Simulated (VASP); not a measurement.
A run of VASP 6.6.1 is set up as follows.

The input INCAR:

```
ALGO = Normal ; EDIFF = 1E-6
ENCUT = 520 ; GGA = PE
ISIF = 2 ; ISMEAR = 0
LASPH = T ; LCHARG = F
LREAL = F ; LWAVE = F
NBANDS = 26 ; NELM = 60
PREC = Accurate ; SIGMA = 0.1
```

The input KPOINTS:

```
k-points
0
Gamma
  4 4 4
```

The input POSCAR:

```
CdS4
1.0
    4.8322574364      0.0000000000      0.0000000000
    0.0000000000      4.8322574364      0.0000000000
    0.0000000000      0.0000000000      5.0142961376
Cd S
1 4
Direct
    0.0000000000      0.0000000000      0.5000000000
    0.0000000000      0.5000000000      0.1972820693
    0.5000000000      0.0000000000      0.1972820693
    0.0000000000      0.5000000000      0.8027179307
    0.5000000000      0.0000000000      0.8027179307
```

Potentials or basis: VASP PAW PBE potentials, release 64 (Cd, S).

Command:

```bash
$ cat potpaw_PBE.64/Cd/POTCAR potpaw_PBE.64/S/POTCAR > POTCAR
$ mpirun -np 1 vasp_std > vasp.out
```

Q: Estimate the largest force.

A: 0.186 eV/Å.

Q: What does it give for the band gap on the k mesh?

A: Zero (bands 18 and 19 overlap by 1.61 eV).

Q: Predict the pressure.

A: -0.2 GPa.

Stress tensor (GPa, compression positive):
```
 0.08  0.00  0.00
 0.00  0.08  0.00
 0.00  0.00 -0.85
```
